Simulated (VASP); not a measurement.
# Na (Pm-3m) in VASP: further runs

Runs on Na. Level: RPBE. Tasks: single point.

Everything below comes from runs of VASP 6.6.1. Logs are shortened: lines on timing, memory, paths and dates and some standing lists are left out, and cuts for length are marked.

### Step 1. The cell of the first run

Symmetry: Pm-3m, No. 221, cubic system. Conventional cell: a = 3.489 Å, b = 3.489 Å, c = 3.489 Å, α = 90.00°, β = 90.00°, γ = 90.00°. Na (site symmetry m-3m) has 6 Na at 3.49 Å within 4.6 Å.

### Step 2. Single point, RPBE

File INCAR:

```
PREC     = Accurate       # precision mode
ENCUT    = 520            # plane-wave cutoff, eV
EDIFF    = 1E-6           # SCF threshold, eV
ISMEAR   = -1             # smearing method
SIGMA    = 0.1            # smearing width, eV
LREAL    = F              # projectors in reciprocal space
LASPH    = T              # aspherical terms in the spheres
NELM     = 100            # most SCF steps
ALGO     = Normal         # electronic algorithm
ISIF     = 2              # what is computed and relaxed
LWAVE    = F              # write WAVECAR
LCHARG   = F              # write CHGCAR
GGA      = RP             # functional
NBANDS   = 10             # bands
```

File KPOINTS:

```
regular mesh
0
Gamma
  9 9 9
```

File POSCAR:

```
Na
1.0
    3.4889832441      0.0000000000      0.0000000000
    0.0000000000      3.4889832441      0.0000000000
    0.0000000000      0.0000000000      3.4889832441
Na
1
Direct
    0.0000000000      0.0000000000      0.0000000000
```

Potentials or basis: VASP PAW PBE potentials, release 64 (Na_pv).

The run is started by

```sh
$ cat potpaw_PBE.64/Na_pv/POTCAR > POTCAR
$ mpirun -np 1 vasp_std > vasp.out
```

OUTCAR:

```text
PREC = Accurate
   ENCUT = 520
   EDIFF = 1E-6
   ISMEAR = -1
   LREAL = F
   LASPH = T
   NELM = 100
   ISIF = 2
   GGA = RP

 ion  position               nearest neighbor table
   1  0.000  0.000  0.000-

  LATTYP: Found a simple cubic cell.
 ALAT       =     3.4889832441

  Lattice vectors:

 A1 = (   3.4889832441,   0.0000000000,   0.0000000000)
 A2 = (   0.0000000000,   3.4889832441,   0.0000000000)
 A3 = (   0.0000000000,   0.0000000000,   3.4889832441)

Analysis of symmetry for initial positions (statically):
=====================================================================
 Subroutine PRICEL returns:
 Original cell was already a primitive cell.

 Routine SETGRP: Setting up the symmetry group for a
 simple cubic supercell.

 Subroutine GETGRP returns: Found 48 space group operations
[... 9 lines left out ...]

 Routine SETGRP: Setting up the symmetry group for a
 simple cubic supercell.

 Subroutine GETGRP returns: Found 48 space group operations
[... 11 lines left out ...]
                                     Primitive cell

  volume of cell :      42.4714

  direct lattice vectors                    reciprocal lattice vectors
     3.488983244  0.000000000  0.000000000     0.286616452  0.000000000  0.000000000
     0.000000000  3.488983244  0.000000000     0.000000000  0.286616452  0.000000000
     0.000000000  0.000000000  3.488983244     0.000000000  0.000000000  0.286616452

  length of vectors
     3.488983244  3.488983244  3.488983244     0.286616452  0.286616452  0.286616452

  position of ions in fractional coordinates (direct lattice)
     0.000000000  0.000000000  0.000000000

  ion indices of the primitive-cell ions
   primitive index   ion index
                 1           1

----------------------------------------------------------------------------------------

 KPOINTS: regular mesh

Automatic generation of k-mesh.
 Grid dimensions read from file:
 generate k-points for:    9    9    9

 Generating k-lattice:

  Cartesian coordinates                     Fractional coordinates (reciprocal lattice)
     0.031846272  0.000000000  0.000000000     0.111111111  0.000000000  0.000000000
     0.000000000  0.031846272  0.000000000     0.000000000  0.111111111  0.000000000
     0.000000000  0.000000000  0.031846272     0.000000000  0.000000000  0.111111111

  Length of vectors
     0.031846272  0.031846272  0.031846272

  Shift w.r.t. Gamma in fractional coordinates (k-lattice)
     0.000000000  0.000000000  0.000000000

 Subroutine IBZKPT returns following result:
 ===========================================

 Found     35 irreducible k-points:

 Following reciprocal coordinates:
            Coordinates               Weight
  0.000000  0.000000  0.000000      1.000000
  0.111111  0.000000  0.000000      6.000000
  0.222222  0.000000  0.000000      6.000000
  0.333333  0.000000  0.000000      6.000000
  0.444444  0.000000  0.000000      6.000000
  0.111111  0.111111  0.000000     12.000000
[... 16 lines left out ...]
  0.333333  0.333333  0.111111     24.000000
  0.444444  0.333333  0.111111     48.000000
 [... further k-points ...]
   k-points           NKPTS =     35   k-points in BZ     NKDIM =     35   number of bands    NBANDS=     10
   number of dos      NEDOS =    301   number of ions     NIONS =      1
   total plane-waves  NPLWV =  21952
   dimension x,y,z NGX =    28 NGY =   28 NGZ =   28
   dimension x,y,z NGXF=    56 NGYF=   56 NGZF=   56
   ions per type =               1
   NGX,Y,Z   is equivalent  to a cutoff of  13.34, 13.34, 13.34 a.u.
   NGXF,Y,Z  is equivalent  to a cutoff of  26.68, 26.68, 26.68 a.u.
 SYSTEM =  unknown system
   PREC   = accura    normal or accurate (medium, high low for compatibility)
   ISTART =      0    job   : 0-new  1-cont  2-samecut
   ICHARG =      2    charge: 1-file 2-atom 10-const
   ISPIN  =      1    spin polarized calculation?
   LNONCOLLINEAR =      F non collinear calculations
   LSORBIT =      F    spin-orbit coupling
   LASPH  =      T    aspherical Exc in radial PAW
   ENCUT  =  520.0 eV  38.22 Ry    6.18 a.u.   6.49  6.49  6.49*2*pi/ulx,y,z
   NELM   =    100;   NELMIN=  2; NELMDL= -5     # of ELM steps
   EDIFF  = 0.1E-05   stopping-criterion for ELM
   LREAL  =      F    real-space projection
   EDIFFG = 0.1E-04   stopping-criterion for IOM
   NSW    =      0    number of steps for IOM
   IBRION =     -1    ionic relax: 0-MD 1-quasi-New 2-CG
   NFREE  =      0    steps in history (QN), initial steepest desc. (CG)
   ISIF   =      2    stress and relaxation
   ISYM   =      2    0-nonsym 1-usesym 2-fastsym
   POTIM  = 0.5000    time-step for ionic-motion
   TEBEG  =    0.0;   TEEND  =   0.0 temperature during run
   PSTRESS=    0.0 pullay stress
   NELECT =       7.0000    total number of electrons
   NUPDOWN=      -1.0000    fix difference up-down
   EMIN   =  10.00;   EMAX   =-10.00  energy-range for DOS
   EFERMI =   0.00;   METHOD = LEGACY
   ISMEAR =    -1;   SIGMA  =   0.10  broadening in eV -4-tet -1-fermi 0-gaus
   EFERMI_NEDOS =   21; number of points for ismear=-14 and -15
   IALGO  =     38    algorithm
   IMIX   =      4    mixing-type and parameters
     AMIX     =   0.40;   BMIX     =  1.00
     AMIX_MAG =   1.60;   BMIX_MAG =  1.00
  volume/ion in A,a.u.               =      42.47       286.61
  Fermi-wavevector in a.u.,A,eV,Ry     =   0.897584  1.696189 10.961639  0.805658
  Thomas-Fermi vector in A             =   2.020187
   LORBIT       =      0    0 simple, 1 ext, 2 COOP (PROOUT), +10 PAW based schemes
   GGA     = RP    functional components
   LHFCALC =     F    Hartree Fock is set to
   AEXX    =    0.0000 exact exchange contribution
   IVDW    =     0    specifies the selected vdW correction
   LEPSILON=     F    determine dielectric tensor
   LRPA    =     F    only Hartree local field effects (RPA)
 non-spin polarized calculation
  energy-cutoff  :      520.00
  volume of cell :       42.47
 maximum number of plane-waves:      1189
 NGX is ok and might be reduce to    28
   NGX = 13   NGY = 13   NGZ = 13

 number of electron       6.9999988 magnetization

 Free energy of the ion-electron system (eV)
  ---------------------------------------------------
  ext. energy  EPLUGINS =         0.00000000
  ---------------------------------------------------
  free energy    TOTEN  =        -1.08536724 eV

  energy without entropy =       -1.06744652  energy(sigma->0) =       -1.07640688

 E-fermi :   0.0656     XC(G=0):  -6.0457

 val. band max:       -0.0022517685   @ k =   0.3333   0.3333   0.1111
 cond. band min:       0.1455278660   @ k =   0.4444   0.2222   0.0000
 fundamental gap:      0.1477796345
 Fermi energy:         0.0655863697

 k-point     1 :       0.0000    0.0000    0.0000
  band No.  band energies     occupation
      1     -25.0800      2.00000
      2     -25.0800      2.00000
      3     -25.0800      2.00000
      4      -2.9196      2.00000
      5       8.0171      0.00000
      6       8.0171      0.00000
      7       9.1799      0.00000
      8       9.1799      0.00000
      9       9.1799      0.00000
     10      11.8150      0.00000

 k-point     2 :       0.1111    0.0000    0.0000
  band No.  band energies     occupation
      1     -25.0843      2.00000
      2     -25.0797      2.00000
      3     -25.0797      2.00000
      4      -2.7626      2.00000
      5       6.4116      0.00000
      6       8.1616      0.00000
      7       9.3090      0.00000
      8       9.3090      0.00000
      9      10.1619      0.00000
     10      12.8243      0.00000

 k-point     3 :       0.2222    0.0000    0.0000
  band No.  band energies     occupation
      1     -25.0952      2.00000
      2     -25.0788      2.00000
      3     -25.0788      2.00000
      4      -2.2941      2.00000
      5       4.3773      0.00000
      6       8.5897      0.00000
      7       9.6962      0.00000
      8       9.6962      0.00000
      9      10.9171      0.00000
     10      15.2000      0.00000

 k-point     4 :       0.3333    0.0000    0.0000
  band No.  band energies     occupation
      1     -25.1076      2.00000
      2     -25.0777      2.00000
      3     -25.0777      2.00000
      4      -1.5212      2.00000
      5       2.5180      0.00000
      6       9.2735      0.00000
      7      10.3390      0.00000
      8      10.3390      0.00000
      9      11.6816      0.00000
     10      13.9494      0.00000

 k-point     5 :       0.4444    0.0000    0.0000
  band No.  band energies     occupation
      1     -25.1156      2.00000
      2     -25.0770      2.00000
      3     -25.0770      2.00000
      4      -0.4553      1.98912
      5       0.9024      0.00046
      6      10.0543      0.00000
      7      11.2033      0.00000
      8      11.2033      0.00000
      9      12.4034      0.00000
     10      12.4570      0.00000

 k-point     6 :       0.1111    0.1111    0.0000
  band No.  band energies     occupation
      1     -25.0841      2.00000
      2     -25.0838      2.00000
      3     -25.0793      2.00000
      4      -2.6060      2.00000
      5       6.2830      0.00000
      6       6.9254      0.00000
      7       9.4384      0.00000
      8       9.4679      0.00000
      9      11.4854      0.00000
     10      13.3515      0.00000
[... 183 lines left out ...]
 k-point    21 :       0.3333    0.2222    0.1111
  band No.  band energies     occupation
      1     -25.1054      2.00000
      2     -25.0921      2.00000
      3     -25.0806      2.00000
      4      -0.7571      1.99947
      5       3.2290      0.00000
      6       5.8755      0.00000
      7       8.5614      0.00000
      8       9.8165      0.00000
      9      12.4265      0.00000
     10      13.7788      0.00000

 k-point    22 :       0.4444    0.2222    0.1111
  band No.  band energies     occupation
      1     -25.1133      2.00000
      2     -25.0913      2.00000
      3     -25.0799      2.00000
      4       0.2948      0.18354
      5       1.6455      0.00000
      6       6.8424      0.00000
      7       8.0677      0.00000
      8       9.7036      0.00000
      9      11.0735      0.00000
     10      14.7162      0.00000

 k-point    23 :       0.3333    0.3333    0.1111
  band No.  band energies     occupation
      1     -25.1043      2.00000
      2     -25.1037      2.00000
      3     -25.0795      2.00000
      4      -0.0023      1.32675
      5       3.6795      0.00000
      6       4.3235      0.00000
      7       7.8238      0.00000
      8       9.4584      0.00000
      9      12.5437      0.00000
     10      14.0678      0.00000

 k-point    24 :       0.4444    0.3333    0.1111
  band No.  band energies     occupation
      1     -25.1118      2.00000
      2     -25.1031      2.00000
      3     -25.0789      2.00000
      4       1.0357      0.00012
      5       2.3712      0.00000
      6       5.0336      0.00000
      7       6.3516      0.00000
      8      10.3340      0.00000
      9      11.5832      0.00000
     10      14.4584      0.00000

 [... further k-points ...]
[... 5 lines left out ...]
  --------------------------------------------------------------------------------------
  -------------------------------------------------------------------------------------
  Total        0.0167278      0.0167278      0.0167278      0.0000000     -0.0000000      0.0000000
  in kB        0.6310334      0.6310334      0.6310334      0.0000000     -0.0000000      0.0000000
  external PRESSURE =       0.6310334 kB  Pullay stress =       0.0000000 kB

 VOLUME and BASIS-vectors are now :
 -----------------------------------------------------------------------------
  energy-cutoff  :      520.00
  volume of cell :       42.47
      direct lattice vectors                 reciprocal lattice vectors
     3.488983244  0.000000000  0.000000000     0.286616452  0.000000000  0.000000000
     0.000000000  3.488983244  0.000000000     0.000000000  0.286616452  0.000000000
     0.000000000  0.000000000  3.488983244     0.000000000  0.000000000  0.286616452

 POSITION                                       TOTAL-FORCE (eV/Angst)
 -----------------------------------------------------------------------------------
      0.00000      0.00000      0.00000         0.000000      0.000000      0.000000
 -----------------------------------------------------------------------------------
    total drift:                               -0.000000     -0.000000     -0.000000

  FREE ENERGIE OF THE ION-ELECTRON SYSTEM (eV)
  ---------------------------------------------------
  free  energy   TOTEN  =        -1.0853672406 eV

  energy  without entropy=       -1.0674465209  energy(sigma->0) =       -1.07640688
```

It took 8.5 s on 1 thread of Intel Xeon Platinum 8488C (Sapphire Rapids), shared host; peak memory 0.15 GiB.

Results:

```
Free energy : -1.0854 eV
Pressure    : 0.1 GPa
```

Levels at points of the mesh, in eV from the Fermi level:
```tsv
k point	band 1	band 2	band 3	band 4	band 5	band 6	band 7	band 8
(0.00, 0.00, 0.00)	-25.15	-25.15	-25.15	-2.99	7.95	7.95	9.11	9.11
```

Caveat: the PAW data sets were made with another functional, which shifts forces and pressure a little.

### Step 3. Single point, RPBE (volume scaled by 0.88)

File INCAR:

```
PREC = Accurate ; ENCUT = 520
EDIFF = 1E-7 ; ISMEAR = -1
SIGMA = 0.1 ; LREAL = F
LASPH = T ; NELM = 80
ALGO = Normal ; ISIF = 2
LWAVE = F ; LCHARG = T
GGA = RP ; LELF = T
LVHAR = T ; NBANDS = 10
```

File KPOINTS:

```
regular mesh
0
Gamma
  10 10 10
```

File POSCAR:

```
Na
1.0
    3.3434367194      0.0000000000      0.0000000000
    0.0000000000      3.3434367194      0.0000000000
    0.0000000000      0.0000000000      3.3434367194
Na
1
Direct
    0.0000000000      0.0000000000      0.0000000000
```

Potentials or basis: VASP PAW PBE potentials, release 64 (Na_pv).

The run is started by

```sh
$ cat potpaw_PBE.64/Na_pv/POTCAR > POTCAR
$ mpirun -np 1 vasp_std > vasp.out
```

Run time: 16 s. Hardware: 1 thread of Intel Xeon Platinum 8488C (Sapphire Rapids), shared host; peak memory 0.15 GiB.

The run converged. Its results:

```yaml
Free_energy: -1.0750 eV
Pressure: 0.9 GPa
```

Levels at points of the mesh, in eV from the Fermi level:
```
           k point  band 1  band 2  band 3  band 4  band 5  band 6  band 7
(0.00, 0.00, 0.00)  -25.15  -25.15  -25.15   -3.31    8.43    8.43    9.88
(0.50, 0.00, 0.00)  -25.21  -25.15  -25.15   -0.07    0.22   10.85   12.22
(0.50, 0.50, 0.00)  -25.20  -25.20  -25.14    3.05    3.05    3.09    4.27
(0.50, 0.50, 0.50)  -25.19  -25.19  -25.19    5.89    5.89    5.89    6.25
```

Caveat: the PAW data sets were made with another functional, which shifts forces and pressure a little.
